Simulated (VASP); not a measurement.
# Ta (Im-3m) in VASP: notebook

Ta is run at these levels: PBE; tasks: single point.

Everything below comes from runs of VASP 6.6.1. Logs are shortened: lines on timing, memory, paths and dates and some standing lists are left out, and cuts for length are marked.

**1. The cell of the first run**

It takes space group Im-3m (No. 229, cubic). The conventional cell has a = 3.246 Å, b = 3.246 Å, c = 3.246 Å, α = 90.00°, β = 90.00°, γ = 90.00°. Within 3.7 Å of Ta (site symmetry m-3m) lie 14 Ta at 2.81 to 3.25 Å.

**2. Single point, PBE (volume scaled by 0.95)**

File INCAR:

```
SYSTEM = Ta
PREC     = Accurate       ! precision mode
ENCUT    = 520            ! plane-wave cutoff, eV
EDIFF    = 1E-6           ! SCF threshold, eV
ISMEAR   = 0              ! smearing method
SIGMA    = 0.05           ! smearing width, eV
LREAL    = .FALSE.        ! projectors in reciprocal space
LASPH    = .TRUE.         ! aspherical terms in the spheres
NELM     = 80             ! most SCF steps
ALGO     = Normal         ! electronic algorithm
ISIF     = 2              ! what is computed and relaxed
LWAVE    = .FALSE.        ! write WAVECAR
LCHARG   = .FALSE.        ! write CHGCAR
GGA      = PE             ! functional
NBANDS   = 12             ! bands
```

File KPOINTS:

```
regular mesh
0
G
  22 22 22
  0 0 0
```

File POSCAR:

```
Ta
1.0
   -1.6230115422      1.6230115422      1.6230115422
    1.6230115422     -1.6230115422      1.6230115422
    1.6230115422      1.6230115422     -1.6230115422
Ta
1
Direct
    0.0000000000      0.0000000000      0.0000000000
```

Potentials or basis: VASP PAW PBE potentials, release 64 (Ta_pv).

The run is started by

```bash
> cat potpaw_PBE.64/Ta_pv/POTCAR > POTCAR
> mpirun -np 1 vasp_std > vasp.out
```

OUTCAR:

```text
SYSTEM = Ta
   PREC = Accurate
   ENCUT = 520
   EDIFF = 1E-6
   ISMEAR = 0
   LREAL = .FALSE.
   LASPH = .TRUE.
   NELM = 80
   ISIF = 2
   GGA = PE

 ion  position               nearest neighbor table
   1  0.000  0.000  0.000-

  LATTYP: Found a body centered cubic cell.
 ALAT       =     3.2460230844

  Lattice vectors:

 A1 = (  -1.6230115422,   1.6230115422,   1.6230115422)
 A2 = (   1.6230115422,  -1.6230115422,   1.6230115422)
 A3 = (   1.6230115422,   1.6230115422,  -1.6230115422)

Analysis of symmetry for initial positions (statically):
=====================================================================
 Subroutine PRICEL returns:
 Original cell was already a primitive cell.

 Routine SETGRP: Setting up the symmetry group for a
 body centered cubic supercell.

 Subroutine GETGRP returns: Found 48 space group operations
 (whereof 48 operations were pure point group operations)
 out of a pool of 48 trial point group operations.

The static configuration has the point symmetry O_h .

Analysis of symmetry for dynamics (positions and initial velocities):
=====================================================================
 Subroutine PRICEL returns:
 Original cell was already a primitive cell.

 Routine SETGRP: Setting up the symmetry group for a
 body centered cubic supercell.

 Subroutine GETGRP returns: Found 48 space group operations
 (whereof 48 operations were pure point group operations)
 out of a pool of 48 trial point group operations.

The dynamic configuration has the point symmetry O_h .

 Subroutine INISYM returns: Found 48 space group operations
 (whereof 48 operations are pure point group operations),
 and found     1 'primitive' translations

----------------------------------------------------------------------------------------

                                     Primitive cell

  volume of cell :      17.1011

  direct lattice vectors                    reciprocal lattice vectors
    -1.623011542  1.623011542  1.623011542     0.000000000  0.308069282  0.308069282
     1.623011542 -1.623011542  1.623011542     0.308069282  0.000000000  0.308069282
     1.623011542  1.623011542 -1.623011542     0.308069282  0.308069282  0.000000000

  length of vectors
     2.811138452  2.811138452  2.811138452     0.435675756  0.435675756  0.435675756

  position of ions in fractional coordinates (direct lattice)
     0.000000000  0.000000000  0.000000000

  ion indices of the primitive-cell ions
   primitive index   ion index
                 1           1

----------------------------------------------------------------------------------------

 KPOINTS: regular mesh

Automatic generation of k-mesh.
 Grid dimensions read from file:
 generate k-points for:   22   22   22

 Generating k-lattice:

  Cartesian coordinates                     Fractional coordinates (reciprocal lattice)
     0.000000000  0.014003149  0.014003149     0.045454545  0.000000000  0.000000000
     0.014003149  0.000000000  0.014003149     0.000000000  0.045454545  0.000000000
     0.014003149  0.014003149  0.000000000     0.000000000  0.000000000  0.045454545

  Length of vectors
     0.019803443  0.019803443  0.019803443

  Shift w.r.t. Gamma in fractional coordinates (k-lattice)
     0.000000000  0.000000000  0.000000000

 Subroutine IBZKPT returns following result:
 ===========================================

 Found    328 irreducible k-points:

 Following reciprocal coordinates:
            Coordinates               Weight
  0.000000  0.000000  0.000000      1.000000
  0.045455  0.000000  0.000000     12.000000
  0.090909  0.000000  0.000000     12.000000
  0.136364  0.000000  0.000000     12.000000
  0.181818  0.000000  0.000000     12.000000
  0.227273  0.000000  0.000000     12.000000
[... 16 lines left out ...]
  0.090909  0.090909  0.000000     24.000000
  0.136364  0.090909  0.000000     48.000000
 [... further k-points ...]
   k-points           NKPTS =    328   k-points in BZ     NKDIM =    328   number of bands    NBANDS=     12
   number of dos      NEDOS =    301   number of ions     NIONS =      1
   total plane-waves  NPLWV =  13824
   dimension x,y,z NGX =    24 NGY =   24 NGZ =   24
   dimension x,y,z NGXF=    48 NGYF=   48 NGZF=   48
   ions per type =               1
   NGX,Y,Z   is equivalent  to a cutoff of  14.19, 14.19, 14.19 a.u.
   NGXF,Y,Z  is equivalent  to a cutoff of  28.39, 28.39, 28.39 a.u.
 SYSTEM =  Ta
   PREC   = accura    normal or accurate (medium, high low for compatibility)
   ISTART =      0    job   : 0-new  1-cont  2-samecut
   ICHARG =      2    charge: 1-file 2-atom 10-const
   ISPIN  =      1    spin polarized calculation?
   LNONCOLLINEAR =      F non collinear calculations
   LSORBIT =      F    spin-orbit coupling
   LASPH  =      T    aspherical Exc in radial PAW
   ENCUT  =  520.0 eV  38.22 Ry    6.18 a.u.   5.23  5.23  5.23*2*pi/ulx,y,z
   NELM   =     80;   NELMIN=  2; NELMDL= -5     # of ELM steps
   EDIFF  = 0.1E-05   stopping-criterion for ELM
   LREAL  =      F    real-space projection
   EDIFFG = 0.1E-04   stopping-criterion for IOM
   NSW    =      0    number of steps for IOM
   IBRION =     -1    ionic relax: 0-MD 1-quasi-New 2-CG
   NFREE  =      0    steps in history (QN), initial steepest desc. (CG)
   ISIF   =      2    stress and relaxation
   ISYM   =      2    0-nonsym 1-usesym 2-fastsym
   POTIM  = 0.5000    time-step for ionic-motion
   TEBEG  =    0.0;   TEEND  =   0.0 temperature during run
   PSTRESS=    0.0 pullay stress
   NELECT =      11.0000    total number of electrons
   NUPDOWN=      -1.0000    fix difference up-down
   EMIN   =  10.00;   EMAX   =-10.00  energy-range for DOS
   EFERMI =   0.00;   METHOD = LEGACY
   ISMEAR =     0;   SIGMA  =   0.05  broadening in eV -4-tet -1-fermi 0-gaus
   EFERMI_NEDOS =   21; number of points for ismear=-14 and -15
   IALGO  =     38    algorithm
   IMIX   =      4    mixing-type and parameters
     AMIX     =   0.40;   BMIX     =  1.00
     AMIX_MAG =   1.60;   BMIX_MAG =  1.00
  volume/ion in A,a.u.               =      17.10       115.40
  Fermi-wavevector in a.u.,A,eV,Ry     =   1.413180  2.670523 27.171888  1.997077
  Thomas-Fermi vector in A             =   2.534852
   LORBIT       =      0    0 simple, 1 ext, 2 COOP (PROOUT), +10 PAW based schemes
   GGA     = PE    functional components
   LHFCALC =     F    Hartree Fock is set to
   AEXX    =    0.0000 exact exchange contribution
   IVDW    =     0    specifies the selected vdW correction
   LEPSILON=     F    determine dielectric tensor
   LRPA    =     F    only Hartree local field effects (RPA)
 non-spin polarized calculation
 Gauss-broadening in eV      SIGMA  =   0.05
  energy-cutoff  :      520.00
  volume of cell :       17.10
 maximum number of plane-waves:       474
 NGX is ok and might be reduce to    24
   NGX = 11   NGY = 11   NGZ = 11

 number of electron      10.9999999 magnetization

 Free energy of the ion-electron system (eV)
  ---------------------------------------------------
  ext. energy  EPLUGINS =         0.00000000
  ---------------------------------------------------
  free energy    TOTEN  =       -11.75932207 eV

  energy without entropy =      -11.75766767  energy(sigma->0) =      -11.75849487

 E-fermi :   5.9093     XC(G=0): -12.8854

 val. band max:        5.9035296173   @ k =   0.1364   0.0909   0.0000
 cond. band min:       5.9095230758   @ k =  -0.2273   0.2273   0.0909
 fundamental gap:      0.0059934585
 Fermi energy:         5.9093094775

 k-point     1 :       0.0000    0.0000    0.0000
  band No.  band energies     occupation
      1     -26.9455      2.00000
      2     -26.9455      2.00000
      3     -26.9455      2.00000
      4      -2.1976      2.00000
      5       6.6482      0.00000
      6       6.6482      0.00000
      7       6.6482      0.00000
      8      10.1084      0.00000
      9      10.1084      0.00000
     10      20.7946      0.00000
     11      21.1711      0.00000
     12      21.1711      0.00000

 k-point     2 :       0.0455    0.0000    0.0000
  band No.  band energies     occupation
      1     -26.9765      2.00000
      2     -26.9548      2.00000
      3     -26.9457      2.00000
      4      -2.0982      2.00000
      5       6.5822      0.00000
      6       6.6306      0.00000
      7       6.7454      0.00000
      8       9.9949      0.00000
      9      10.1077      0.00000
     10      20.7946      0.00000
     11      21.2641      0.00000
     12      21.3440      0.00000

 k-point     3 :       0.0909    0.0000    0.0000
  band No.  band energies     occupation
      1     -27.0665      2.00000
      2     -26.9821      2.00000
      3     -26.9463      2.00000
      4      -1.8076      2.00000
      5       6.3956      0.00000
      6       6.5615      0.00000
      7       7.0347      0.00000
      8       9.7288      0.00000
      9      10.1097      0.00000
     10      20.7944      0.00000
     11      21.5168      0.00000
     12      21.8503      0.00000

 k-point     4 :       0.1364    0.0000    0.0000
  band No.  band energies     occupation
      1     -27.2058      2.00000
      2     -27.0249      2.00000
      3     -26.9472      2.00000
      4      -1.3489      2.00000
      5       6.1180      0.00000
      6       6.4056      0.00000
      7       7.5101      0.00000
      8       9.4730      0.00000
      9      10.1251      0.00000
     10      20.7941      0.00000
     11      21.8355      0.00000
     12      22.6578      0.00000

 k-point     5 :       0.1818    0.0000    0.0000
  band No.  band energies     occupation
      1     -27.3808      2.00000
      2     -27.0793      2.00000
      3     -26.9485      2.00000
      4      -0.7634      2.00000
      5       5.7869      1.99947
      6       6.1570      0.00000
      7       8.1614      0.00000
      8       9.3599      0.00000
      9      10.1675      0.00000
     10      20.7935      0.00000
     11      22.0187      0.00000
     12      23.7244      0.00000
[... 228 lines left out ...]
      1     -28.2696      2.00000
      2     -27.3788      2.00000
      3     -26.9678      2.00000
      4       1.3798      2.00000
      5       4.3162      2.00000
      6       7.0965      0.00000
      7      10.0521      0.00000
      8      11.0624      0.00000
      9      13.6519      0.00000
     10      18.5545      0.00000
     11      19.0019      0.00000
     12      20.8094      0.00000

 k-point    22 :       0.4545    0.0455    0.0000
  band No.  band energies     occupation
      1     -28.3192      2.00000
      2     -27.3966      2.00000
      3     -26.9683      2.00000
      4       1.3754      2.00000
      5       4.2414      2.00000
      6       7.5440      0.00000
      7       9.9979      0.00000
      8      11.1790      0.00000
      9      14.2395      0.00000
     10      18.2626      0.00000
     11      18.4941      0.00000
     12      20.8072      0.00000

 k-point    23 :       0.0909    0.0909    0.0000
  band No.  band energies     occupation
      1     -27.2828      2.00000
      2     -27.0230      2.00000
      3     -26.9750      2.00000
      4      -1.0829      2.00000
      5       6.0621      0.00002
      6       6.1703      0.00000
      7       7.8521      0.00000
      8       9.2490      0.00000
      9      10.2629      0.00000
     10      20.7939      0.00000
     11      22.0654      0.00000
     12      23.0490      0.00000

 k-point    24 :       0.1364    0.0909    0.0000
  band No.  band energies     occupation
      1     -27.4423      2.00000
      2     -27.0743      2.00000
      3     -26.9842      2.00000
      4      -0.5099      2.00000
      5       5.7622      1.99997
      6       5.9035      1.12986
      7       8.5294      0.00000
      8       9.1004      0.00000
      9      10.3964      0.00000
     10      20.7931      0.00000
     11      22.4157      0.00000
     12      23.4068      0.00000

 [... further k-points ...]

------------------------ aborting loop because EDIFF is reached ----------------------------------------

  FORCE on cell =-STRESS in cart. coord.  units (eV):
  Direction    XX          YY          ZZ          XY          YZ          ZX
  --------------------------------------------------------------------------------------
  -------------------------------------------------------------------------------------
  Total        1.5936967      1.5936967      1.5936967     -0.0000000      0.0000000      0.0000000
  in kB      149.3108787    149.3108787    149.3108787     -0.0000000      0.0000000      0.0000000
  external PRESSURE =     149.3108787 kB  Pullay stress =       0.0000000 kB

 VOLUME and BASIS-vectors are now :
 -----------------------------------------------------------------------------
  energy-cutoff  :      520.00
  volume of cell :       17.10
      direct lattice vectors                 reciprocal lattice vectors
    -1.623011542  1.623011542  1.623011542     0.000000000  0.308069282  0.308069282
     1.623011542 -1.623011542  1.623011542     0.308069282  0.000000000  0.308069282
     1.623011542  1.623011542 -1.623011542     0.308069282  0.308069282  0.000000000

 POSITION                                       TOTAL-FORCE (eV/Angst)
 -----------------------------------------------------------------------------------
      0.00000      0.00000      0.00000         0.000000     -0.000000     -0.000000
 -----------------------------------------------------------------------------------
    total drift:                               -0.000000      0.000000     -0.000000

  FREE ENERGIE OF THE ION-ELECTRON SYSTEM (eV)
  ---------------------------------------------------
  free  energy   TOTEN  =       -11.7593220728 eV

  energy  without entropy=      -11.7576676650  energy(sigma->0) =      -11.75849487
```

Wall time 24 s (1 thread of Intel Xeon Platinum 8488C (Sapphire Rapids), shared host); peak memory 0.19 GiB.

What came out:

```yaml
Free_energy: -11.7593 eV
Pressure: 14.9 GPa
```

Caveat: the cell differs from its parent crystal (volume scaled by 0.95); spin-orbit coupling is left out, which moves the levels of the heavy elements.

**3. Single point, PBE**

This run uses another cell than the first one, of 18.00 Å³/atom, 1.053 times its volume.

File INCAR:

```
PREC = Accurate
ENCUT = 520
EDIFF = 1E-6
ISMEAR = 0
SIGMA = 0.05
LREAL = F
LASPH = T
NELM = 100
ALGO = Normal
ISIF = 2
LWAVE = F
LCHARG = F
GGA = PE
NBANDS = 12
```

File KPOINTS:

```
Automatic mesh
0
Gamma
  22 22 22
```

File POSCAR:

```
Ta
1.0
   -1.6510000000      1.6510000000      1.6510000000
    1.6510000000     -1.6510000000      1.6510000000
    1.6510000000      1.6510000000     -1.6510000000
Ta
1
Direct
    0.0000000000      0.0000000000      0.0000000000
```

Potentials or basis: VASP PAW PBE potentials, release 64 (Ta_pv).

The run is started by

```bash
> cat potpaw_PBE.64/Ta_pv/POTCAR > POTCAR
> mpirun -np 1 vasp_std > vasp.out
```

It took 25 s on 1 thread of Intel Xeon Platinum 8488C (Sapphire Rapids), shared host; peak memory 0.19 GiB.

Results (log left out):

| Property | Result |
| --- | --- |
| Free energy | -11.8095 eV |
| Pressure | 3.3 GPa |

Levels at points of the mesh, in eV from the Fermi level:
```tsv
k point	band 3	band 4	band 5	band 6	band 7	band 8	band 9	band 10
(0.00, 0.00, 0.00)	-33.07	-7.91	0.74	0.74	0.74	4.01	4.01	14.70
(0.50, 0.00, 0.00)	-33.07	-4.37	-1.54	1.59	3.90	4.92	7.81	11.74
(0.50, 0.50, 0.50)	-33.88	-3.80	-3.80	6.85	6.85	6.85	8.67	8.67
```

Caveat: spin-orbit coupling is left out, which moves the levels of the heavy elements.

**4. Single point, PBE (volume scaled by 1.03)**

File INCAR:

```
ALGO = Normal
EDIFF = 1E-6
ENCUT = 520
GGA = PE
ISIF = 2
ISMEAR = 0
LASPH = T
LCHARG = T
LELF = T
LREAL = F
LVHAR = T
LWAVE = F
NBANDS = 12
NELM = 100
PREC = Accurate
SIGMA = 0.05
```

File KPOINTS:

```
k-points
0
Gamma
  22 22 22
```

File POSCAR:

```
Ta
1.0
   -1.6673475978      1.6673475978      1.6673475978
    1.6673475978     -1.6673475978      1.6673475978
    1.6673475978      1.6673475978     -1.6673475978
Ta
1
Direct
    0.0000000000      0.0000000000      0.0000000000
```

Potentials or basis: VASP PAW PBE potentials, release 64 (Ta_pv).

The run is started by

```bash
> cat potpaw_PBE.64/Ta_pv/POTCAR > POTCAR
> mpirun -np 1 vasp_std > vasp.out
```

OUTCAR:

```text
EDIFF = 1E-6
   ENCUT = 520
   GGA = PE
   ISIF = 2
   ISMEAR = 0
   LASPH = T
   LREAL = F
   NELM = 100
   PREC = Accurate

 ion  position               nearest neighbor table
   1  0.000  0.000  0.000-

  LATTYP: Found a body centered cubic cell.
 ALAT       =     3.3346951956

  Lattice vectors:

 A1 = (  -1.6673475978,   1.6673475978,   1.6673475978)
 A2 = (   1.6673475978,  -1.6673475978,   1.6673475978)
 A3 = (   1.6673475978,   1.6673475978,  -1.6673475978)

Analysis of symmetry for initial positions (statically):
[... 529 lines left out ...]
      4      -1.0044      2.00000
      5       5.1926      1.87674
      6       5.3192      0.04158
      7       7.6713      0.00000
      8       8.2621      0.00000
      9       9.4055      0.00000
     10      19.8431      0.00000
     11      21.1924      0.00000
     12      21.9600      0.00000

 [... further k-points ...]
[... 5 lines left out ...]
  --------------------------------------------------------------------------------------
  -------------------------------------------------------------------------------------
  Total       -0.2829000     -0.2829000     -0.2829000      0.0000000     -0.0000000      0.0000000
  in kB      -24.4458502    -24.4458502    -24.4458502      0.0000000     -0.0000000      0.0000000
  external PRESSURE =     -24.4458502 kB  Pullay stress =       0.0000000 kB

 VOLUME and BASIS-vectors are now :
 -----------------------------------------------------------------------------
  energy-cutoff  :      520.00
  volume of cell :       18.54
      direct lattice vectors                 reciprocal lattice vectors
    -1.667347598  1.667347598  1.667347598     0.000000000  0.299877482  0.299877482
     1.667347598 -1.667347598  1.667347598     0.299877482  0.000000000  0.299877482
     1.667347598  1.667347598 -1.667347598     0.299877482  0.299877482  0.000000000

 POSITION                                       TOTAL-FORCE (eV/Angst)
 -----------------------------------------------------------------------------------
      0.00000      0.00000      0.00000         0.000000     -0.000000      0.000000
 -----------------------------------------------------------------------------------
    total drift:                               -0.000000      0.000000     -0.000000

  FREE ENERGIE OF THE ION-ELECTRON SYSTEM (eV)
  ---------------------------------------------------
  free  energy   TOTEN  =       -11.8109478398 eV

  energy  without entropy=      -11.8091073092  energy(sigma->0) =      -11.81002757
```

stdout:

```text
POSCAR found type information on POSCAR Ta
 POSCAR found :  1 types and       1 ions
 scaLAPACK will be used
 LDA part: xc-table for (Slater+PW92), standard interpolation
 POSCAR, INCAR and KPOINTS ok, starting setup
 FFT: planning ... GRIDC
 FFT: planning ... GRID_SOFT
 FFT: planning ... GRID
 WAVECAR not read
 entering main loop
```

Run time: 26 s. Hardware: 1 thread of Intel Xeon Platinum 8488C (Sapphire Rapids), shared host; peak memory 0.2 GiB.

What came out:

- Free energy: -11.8109 eV
- Pressure: -2.4 GPa

Caveat: the cell differs from its parent crystal (volume scaled by 1.03); spin-orbit coupling is left out, which moves the levels of the heavy elements.

**5. Overview**

| cell | gap on the mesh (eV) | pressure (GPa) |
| --- | --- | --- |
| a = 2.811 Å, angles 109.5°, 1 atom | none | 14.9 |
| a = 2.860 Å, angles 109.5°, 1 atom | none | 3.3 |
| a = 2.888 Å, angles 109.5°, 1 atom | none | -2.4 |

Alike in all rows: task single point; level PBE; potentials or basis VASP PAW PBE potentials, release 64 (Ta_pv); no spin polarisation; k mesh 22 × 22 × 22; cutoff (eV) 520; smearing gaussian 0.05 eV.

Caveats: spin-orbit coupling is left out, which moves the levels of the heavy elements.

Absolute energies hang on the potentials; compare differences alone.
